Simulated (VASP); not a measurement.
Set up this calculation in VASP 6.6.1, as the native input.

```yaml
Task: single point
Functional: PBEsol
Potentials_or_basis: VASP PAW PBE potentials, release 64 (Ga_d, N)
Cutoff: 600 eV
k_mesh: 17 × 17 × 17
Occupations: fermi-dirac, width 0.05 eV
Spin: no spin polarisation
Dipole_correction: no
Further_INCAR_settings: ALGO = Normal; EDIFF = 1e-06; NBANDS = 16
```

The structure of GaN (rocksalt type) lies in POSCAR:

```
GaN
1.0
    0.0000000000      1.9585372035      1.9585372035
    1.9585372035      0.0000000000      1.9585372035
    1.9585372035      1.9585372035      0.0000000000
Ga N
1 1
Direct
    0.0000000000      0.0000000000      0.0000000000
    0.5000000000      0.5000000000      0.5000000000
```

This cell differs from its parent crystal: volume scaled by 0.8.

These files were run (other wordings do the same):

INCAR

```
SYSTEM = GaN
PREC = Accurate
ENCUT = 600
EDIFF = 1E-6
ISMEAR = -1
SIGMA = 0.05
LREAL = .FALSE.
LASPH = .TRUE.
NELM = 120
ALGO = Normal
ISIF = 2
LWAVE = .FALSE.
LCHARG = .FALSE.
GGA = PS
NBANDS = 16
GGA_COMPAT = .FALSE.
```

KPOINTS

```
Automatic mesh
0
G
  17 17 17
  0 0 0
```

Potentials or basis: VASP PAW PBE potentials, release 64 (Ga_d, N).

The run is started by

```bash
$ cat potpaw_PBE.64/Ga_d/POTCAR potpaw_PBE.64/N/POTCAR > POTCAR
$ mpirun -np 1 vasp_std > vasp.out
```

It gave:

```yaml
Pressure: 86.3 GPa
Band_gap_on_the_k_mesh: 2.14 eV, indirect (least direct gap 5.74 eV)
```

Caveat: the PAW data sets were made with another functional, which shifts forces and pressure a little.

Wall time 17 s on 1 thread of Intel(R) Xeon(R) 6975P-C (Granite Rapids) (shared host), peak memory 0.17 GiB.
